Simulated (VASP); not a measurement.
# CuO (P4/mmm) in VASP: further runs

Aim: see how the results for CuO move with the level of theory and the settings. Levels: r2SCAN+U, PBEsol. Tasks: single point.

All numbers are computed with VASP 6.6.1; they aren't measurements. Logs are shortened: lines on timing, memory, paths and dates and some standing lists are left out, and cuts for length are marked.

### Step 1. The cell of the first run

The structure is tetragonal, space group P4/mmm (No. 123). Conventional cell: a = 4.117 Å, b = 4.117 Å, c = 3.888 Å, α = 90.00°, β = 90.00°, γ = 90.00°. Within 2.6 Å of Cu (site symmetry mmm) lie 4 O at 1.94 to 2.06 Å. Within 2.6 Å of Cu (site symmetry 4/mmm) lie 6 O at 1.94 to 2.06 Å. Within 2.6 Å of O (site symmetry 4/mmm) lie 6 Cu at 1.94 to 2.06 Å. O (site symmetry mmm) has 4 Cu at 1.94 to 2.06 Å within 2.6 Å.

### Step 2. Single point, r2SCAN+U

POSCAR

```
CuO
1.0
    4.1167507056      0.0000000000      0.0000000000
    0.0000000000      4.1167507056      0.0000000000
    0.0000000000      0.0000000000      3.8882829167
Cu O
3 3
Direct
    0.5000000000      0.0000000000      0.5000000000
    0.0000000000      0.5000000000      0.5000000000
    0.0000000000      0.0000000000      0.0000000000
    0.0000000000      0.0000000000      0.5000000000
    0.5000000000      0.0000000000      0.0000000000
    0.0000000000      0.5000000000      0.0000000000
```

INCAR.step1

```
SYSTEM = CuO
ALGO = Normal
EDIFF = 1E-4
ENCUT = 520
GGA = PE
ISMEAR = -1
LASPH = .TRUE.
LCHARG = .FALSE.
LDAU = .TRUE.
LDAUJ = 0 0
LDAUL = 2 -1
LDAUTYPE = 2
LDAUU = 4.5 0
LMAXMIX = 4
LREAL = .FALSE.
LWAVE = .TRUE.
NBANDS = 34
NELM = 150
PREC = Accurate
SIGMA = 0.05
```

INCAR.step2

```
SYSTEM = CuO
ALGO = Normal
EDIFF = 1E-6
ENCUT = 520
ISIF = 2
ISMEAR = -1
ISTART = 1
LASPH = .TRUE.
LCHARG = .TRUE.
LDAU = .TRUE.
LDAUJ = 0 0
LDAUL = 2 -1
LDAUPRINT = 1
LDAUTYPE = 2
LDAUU = 4.5 0
LELF = .TRUE.
LMAXMIX = 4
LMIXTAU = .TRUE.
LREAL = .FALSE.
LVHAR = .TRUE.
LWAVE = .FALSE.
METAGGA = R2SCAN
NBANDS = 34
NELM = 150
PREC = Accurate
SIGMA = 0.05
```

KPOINTS

```
k-points
0
G
  7 7 7
  0 0 0
```

Potentials or basis: VASP PAW PBE potentials, release 64 (Cu, O).

Command:

```console
$ cat potpaw_PBE.64/Cu/POTCAR potpaw_PBE.64/O/POTCAR > POTCAR
$ cp INCAR.step1 INCAR
$ mpirun -np 1 vasp_std > vasp.out
$ cp INCAR.step2 INCAR
$ mpirun -np 1 vasp_std > vasp.out
```

OUTCAR:

```text
SYSTEM = CuO
   EDIFF = 1E-6
   ENCUT = 520
   ISIF = 2
   ISMEAR = -1
   ISTART = 1
   LASPH = .TRUE.
   LREAL = .FALSE.
   METAGGA = R2SCAN
   NELM = 150
   PREC = Accurate

 ion  position               nearest neighbor table
   1  0.500  0.000  0.500-   5 1.94   5 1.94   4 2.06   4 2.06
   2  0.000  0.500  0.500-   6 1.94   6 1.94   4 2.06   4 2.06
   3  0.000  0.000  0.000-   4 1.94   4 1.94   6 2.06   5 2.06   6 2.06   5 2.06
   4  0.000  0.000  0.500-   3 1.94   3 1.94   1 2.06   2 2.06   2 2.06   1 2.06
   5  0.500  0.000  0.000-   1 1.94   1 1.94   3 2.06   3 2.06
   6  0.000  0.500  0.000-   2 1.94   2 1.94   3 2.06   3 2.06

  LATTYP: Found a simple tetragonal cell.
 ALAT       =     4.1167507056
 C/A-ratio  =     0.9445028846

  Lattice vectors:

 A1 = (   4.1167507056,   0.0000000000,   0.0000000000)
 A2 = (   0.0000000000,   4.1167507056,   0.0000000000)
 A3 = (   0.0000000000,   0.0000000000,   3.8882829167)

Analysis of symmetry for initial positions (statically):
=====================================================================
 Subroutine PRICEL returns:
 Original cell was already a primitive cell.

 Routine SETGRP: Setting up the symmetry group for a
 simple tetragonal supercell.

 Subroutine GETGRP returns: Found 16 space group operations
 (whereof 16 operations were pure point group operations)
 out of a pool of 16 trial point group operations.

The static configuration has the point symmetry D_4h.

Analysis of symmetry for dynamics (positions and initial velocities):
=====================================================================
 Subroutine PRICEL returns:
 Original cell was already a primitive cell.

 Routine SETGRP: Setting up the symmetry group for a
 simple tetragonal supercell.

 Subroutine GETGRP returns: Found 16 space group operations
 (whereof 16 operations were pure point group operations)
 out of a pool of 16 trial point group operations.

The dynamic configuration has the point symmetry D_4h.

 Subroutine INISYM returns: Found 16 space group operations
 (whereof 16 operations are pure point group operations),
 and found     1 'primitive' translations

----------------------------------------------------------------------------------------

                                     Primitive cell

  volume of cell :      65.8972

  direct lattice vectors                    reciprocal lattice vectors
     4.116750706  0.000000000  0.000000000     0.242910021  0.000000000  0.000000000
     0.000000000  4.116750706  0.000000000     0.000000000  0.242910021  0.000000000
     0.000000000  0.000000000  3.888282917     0.000000000  0.000000000  0.257182932

  length of vectors
     4.116750706  4.116750706  3.888282917     0.242910021  0.242910021  0.257182932

  position of ions in fractional coordinates (direct lattice)
     0.500000000  0.000000000  0.500000000
     0.000000000  0.500000000  0.500000000
     0.000000000  0.000000000  0.000000000
     0.000000000  0.000000000  0.500000000
     0.500000000  0.000000000  0.000000000
     0.000000000  0.500000000  0.000000000

  ion indices of the primitive-cell ions
   primitive index   ion index
                 1           1
                 2           2
                 3           3
                 4           4
                 5           5
                 6           6

----------------------------------------------------------------------------------------

 KPOINTS: k-points

Automatic generation of k-mesh.
 Grid dimensions read from file:
 generate k-points for:    7    7    7

 Generating k-lattice:

  Cartesian coordinates                     Fractional coordinates (reciprocal lattice)
     0.034701432  0.000000000  0.000000000     0.142857143  0.000000000  0.000000000
     0.000000000  0.034701432  0.000000000     0.000000000  0.142857143  0.000000000
     0.000000000  0.000000000  0.036740419     0.000000000  0.000000000  0.142857143

  Length of vectors
     0.034701432  0.034701432  0.036740419

  Shift w.r.t. Gamma in fractional coordinates (k-lattice)
     0.000000000  0.000000000  0.000000000

 Subroutine IBZKPT returns following result:
 ===========================================

 Found     40 irreducible k-points:

 Following reciprocal coordinates:
            Coordinates               Weight
  0.000000  0.000000  0.000000      1.000000
  0.142857  0.000000  0.000000      4.000000
  0.285714  0.000000  0.000000      4.000000
  0.428571  0.000000  0.000000      4.000000
  0.142857  0.142857  0.000000      4.000000
  0.285714  0.142857  0.000000      8.000000
[... 16 lines left out ...]
  0.285714  0.000000  0.285714      8.000000
  0.428571  0.000000  0.285714      8.000000
 [... further k-points ...]
   k-points           NKPTS =     40   k-points in BZ     NKDIM =     40   number of bands    NBANDS=     34
   number of dos      NEDOS =    301   number of ions     NIONS =      6
   total plane-waves  NPLWV =  30720
   dimension x,y,z NGX =    32 NGY =   32 NGZ =   30
   dimension x,y,z NGXF=    64 NGYF=   64 NGZF=   60
   ions per type =               3   3
   NGX,Y,Z   is equivalent  to a cutoff of  12.92, 12.92, 12.83 a.u.
   NGXF,Y,Z  is equivalent  to a cutoff of  25.84, 25.84, 25.65 a.u.
 SYSTEM =  CuO
   PREC   = accura    normal or accurate (medium, high low for compatibility)
   ISTART =      1    job   : 0-new  1-cont  2-samecut
   ICHARG =      0    charge: 1-file 2-atom 10-const
   ISPIN  =      1    spin polarized calculation?
   LNONCOLLINEAR =      F non collinear calculations
   LSORBIT =      F    spin-orbit coupling
   LASPH  =      T    aspherical Exc in radial PAW
   ENCUT  =  520.0 eV  38.22 Ry    6.18 a.u.   7.65  7.65  7.23*2*pi/ulx,y,z
   NELM   =    150;   NELMIN=  2; NELMDL=  0     # of ELM steps
   EDIFF  = 0.1E-05   stopping-criterion for ELM
   LREAL  =      F    real-space projection
   EDIFFG = 0.1E-04   stopping-criterion for IOM
   NSW    =      0    number of steps for IOM
   IBRION =     -1    ionic relax: 0-MD 1-quasi-New 2-CG
   NFREE  =      0    steps in history (QN), initial steepest desc. (CG)
   ISIF   =      2    stress and relaxation
   ISYM   =      2    0-nonsym 1-usesym 2-fastsym
   POTIM  = 0.5000    time-step for ionic-motion
   TEBEG  =    0.0;   TEEND  =   0.0 temperature during run
   PSTRESS=    0.0 pullay stress
   NELECT =      51.0000    total number of electrons
   NUPDOWN=      -1.0000    fix difference up-down
   EMIN   =  10.00;   EMAX   =-10.00  energy-range for DOS
   EFERMI =   0.00;   METHOD = LEGACY
   ISMEAR =    -1;   SIGMA  =   0.05  broadening in eV -4-tet -1-fermi 0-gaus
   EFERMI_NEDOS =   21; number of points for ismear=-14 and -15
   IALGO  =     38    algorithm
   IMIX   =      4    mixing-type and parameters
     AMIX     =   0.40;   BMIX     =  1.00
     AMIX_MAG =   1.60;   BMIX_MAG =  1.00
  volume/ion in A,a.u.               =      10.98        74.12
  Fermi-wavevector in a.u.,A,eV,Ry     =   1.503059  2.840369 30.738077  2.259185
  Thomas-Fermi vector in A             =   2.614218
   LORBIT       =      0    0 simple, 1 ext, 2 COOP (PROOUT), +10 PAW based schemes
 LDA+U is selected, type is set to LDAUTYPE =  2
   angular momentum for each species LDAUL =     2   -1
   U (eV)           for each species LDAUU =   4.5  0.0
   J (eV)           for each species LDAUJ =   0.0  0.0
   METAGGA = R2SCAN    functional components
   LHFCALC =     F    Hartree Fock is set to
   AEXX    =    0.0000 exact exchange contribution
   IVDW    =     0    specifies the selected vdW correction
   LEPSILON=     F    determine dielectric tensor
   LRPA    =     F    only Hartree local field effects (RPA)
 non-spin polarized calculation
  energy-cutoff  :      520.00
  volume of cell :       65.90
 maximum number of plane-waves:      1790
 NGX is ok and might be reduce to    32
   NGX = 15   NGY = 15   NGZ = 15

atom =   1  type =  1  l = 2

 onsite density matrix

spin component  1

  0.9649  0.0000 -0.0000 -0.0000  0.0000
  0.0000  0.9728 -0.0000  0.0000  0.0000
 -0.0000 -0.0000  0.8298  0.0000  0.0380
 -0.0000  0.0000  0.0000  0.9718 -0.0000
  0.0000  0.0000  0.0380 -0.0000  0.9286

spin component  2

  0.9649  0.0000 -0.0000 -0.0000  0.0000
  0.0000  0.9728 -0.0000  0.0000  0.0000
 -0.0000 -0.0000  0.8298  0.0000  0.0380
 -0.0000  0.0000  0.0000  0.9718 -0.0000
  0.0000  0.0000  0.0380 -0.0000  0.9286
[... 67 lines left out ...]
 occupancies and eigenvectors

  o =  0.8376  v =  0.0000 -0.0000  0.0000  0.0000  1.0000  0.0000  0.0000  0.0000  0.0000  0.0000      0.0000  0.0000  0.0000  0.0000  0.0000  0.0000  0.0000  0.0000  0.0000  0.0000
  o =  0.8376  v =  0.0000  0.0000  0.0000  0.0000  0.0000  0.0000 -0.0000  0.0000  0.0000  1.0000      0.0000  0.0000  0.0000  0.0000  0.0000  0.0000  0.0000  0.0000  0.0000  0.0000
  o =  0.8461  v =  0.0000 -0.0000 -1.0000 -0.0000  0.0000  0.0000  0.0000  0.0000  0.0000  0.0000      0.0000  0.0000  0.0000  0.0000  0.0000  0.0000  0.0000  0.0000  0.0000  0.0000
  o =  0.8461  v =  0.0000  0.0000  0.0000  0.0000  0.0000  0.0000 -0.0000 -1.0000 -0.0000  0.0000      0.0000  0.0000  0.0000  0.0000  0.0000  0.0000  0.0000  0.0000  0.0000  0.0000
  o =  0.9783  v =  0.0000  0.0000  0.0000  0.0000  0.0000  0.0000 -0.4247  0.0000 -0.9053  0.0000      0.0000  0.0000  0.0000  0.0000  0.0000  0.0000  0.0000  0.0000  0.0000  0.0000
  o =  0.9783  v =  0.0000 -0.4247  0.0000 -0.9053  0.0000  0.0000  0.0000  0.0000  0.0000  0.0000      0.0000  0.0000  0.0000  0.0000  0.0000  0.0000  0.0000  0.0000  0.0000  0.0000
  o =  0.9783  v =  0.0000  0.0000  0.0000  0.0000  0.0000  0.0000 -0.9053  0.0000  0.4247 -0.0000      0.0000  0.0000  0.0000  0.0000  0.0000  0.0000  0.0000  0.0000  0.0000  0.0000
  o =  0.9783  v =  0.0000 -0.9053  0.0000  0.4247 -0.0000  0.0000  0.0000  0.0000  0.0000  0.0000      0.0000  0.0000  0.0000  0.0000  0.0000  0.0000  0.0000  0.0000  0.0000  0.0000
  o =  0.9785  v =  1.0000  0.0000  0.0000  0.0000  0.0000  0.0000  0.0000  0.0000  0.0000  0.0000      0.0000  0.0000  0.0000  0.0000  0.0000  0.0000  0.0000  0.0000  0.0000  0.0000
  o =  0.9785  v =  0.0000  0.0000  0.0000  0.0000  0.0000  1.0000  0.0000  0.0000  0.0000  0.0000      0.0000  0.0000  0.0000  0.0000  0.0000  0.0000  0.0000  0.0000  0.0000  0.0000

 number of electron      50.9999949 magnetization

 Free energy of the ion-electron system (eV)
  ---------------------------------------------------
  ext. energy  EPLUGINS =         0.00000000
  ---------------------------------------------------
  free energy    TOTEN  =       -48.65219539 eV

  energy without entropy =      -48.62968706  energy(sigma->0) =      -48.64094123

 E-fermi :   3.6250     XC(G=0): -11.9173

 val. band max:        3.6198838436   @ k =   0.4286   0.4286   0.4286
 cond. band min:       3.6523263627   @ k =   0.0000   0.0000   0.4286
 fundamental gap:      0.0324425192
 Fermi energy:         3.6249767655

 k-point     1 :       0.0000    0.0000    0.0000
  band No.  band energies     occupation
      1     -17.0674      2.00000
      2     -15.0615      2.00000
      3     -14.5924      2.00000
      4      -2.1191      2.00000
      5      -1.9664      2.00000
      6      -1.9664      2.00000
[... 877 lines left out ...]
     33      16.1635      0.00000
     34      17.2586      0.00000

 [... further k-points ...]

------------------------ aborting loop because EDIFF is reached ----------------------------------------

  FORCE on cell =-STRESS in cart. coord.  units (eV):
  Direction    XX          YY          ZZ          XY          YZ          ZX
  --------------------------------------------------------------------------------------
  -------------------------------------------------------------------------------------
  Total       -1.2379528     -1.2379528     -2.9335862      0.0000000      0.0000000      0.0000000
  in kB      -30.0986960    -30.0986960    -71.3251096      0.0000000      0.0000000      0.0000000
  external PRESSURE =     -43.8408338 kB  Pullay stress =       0.0000000 kB

 VOLUME and BASIS-vectors are now :
 -----------------------------------------------------------------------------
  energy-cutoff  :      520.00
  volume of cell :       65.90
      direct lattice vectors                 reciprocal lattice vectors
     4.116750706  0.000000000  0.000000000     0.242910021  0.000000000  0.000000000
     0.000000000  4.116750706  0.000000000     0.000000000  0.242910021  0.000000000
     0.000000000  0.000000000  3.888282917     0.000000000  0.000000000  0.257182932

 POSITION                                       TOTAL-FORCE (eV/Angst)
 -----------------------------------------------------------------------------------
      2.05838      0.00000      1.94414         0.000000      0.000000      0.000000
      0.00000      2.05838      1.94414         0.000000      0.000000      0.000000
      0.00000      0.00000      0.00000         0.000000      0.000000      0.000000
      0.00000      0.00000      1.94414         0.000000      0.000000      0.000000
      2.05838      0.00000      0.00000         0.000000      0.000000      0.000000
      0.00000      2.05838      0.00000         0.000000      0.000000      0.000000
 -----------------------------------------------------------------------------------
    total drift:                                0.000000      0.000000     -0.000000

  FREE ENERGIE OF THE ION-ELECTRON SYSTEM (eV)
  ---------------------------------------------------
  free  energy   TOTEN  =       -48.6521953949 eV

  energy  without entropy=      -48.6296870588  energy(sigma->0) =      -48.64094123
```

It took 2.2 min on 1 thread of Intel Xeon 6975P-C (Granite Rapids), shared host; peak memory 0.21 GiB.

What came out:

- Free energy: -48.6522 eV
- Pressure: -4.4 GPa
- Band gap on the k mesh: zero (an odd number of electrons rules out a gap without spin polarisation)

Levels at points of the mesh, in eV from the Fermi level:
```tsv
k point	band 23	band 24	band 25	band 26	band 27	band 28	band 29	band 30
(0.00, 0.00, 0.00)	-2.53	-1.76	-1.63	-1.29	-1.29	1.98	7.53	9.05
```

Eigenvalues of the final occupation matrices:
```tsv
site	spin	trace	eigenvalues
site 1 d	1	4.67	0.82 0.94 0.96 0.97 0.97
site 1 d	2	4.67	0.82 0.94 0.96 0.97 0.97
site 2 d	1	4.67	0.82 0.94 0.96 0.97 0.97
site 2 d	2	4.67	0.82 0.94 0.96 0.97 0.97
site 3 d	1	4.62	0.84 0.85 0.98 0.98 0.98
site 3 d	2	4.62	0.84 0.85 0.98 0.98 0.98
```

Caveat: the cell stands under tension; the PAW data sets were made with another functional, which shifts forces and pressure a little; an odd number of electrons without spin polarisation forces a metal; a magnetic or distorted state may lie lower; U without spin polarisation on a metal has little footing.

(Part 1 of 2 ends here.)

The gap in the log of VASP goes by the Fermi energy; the results here count the filled bands.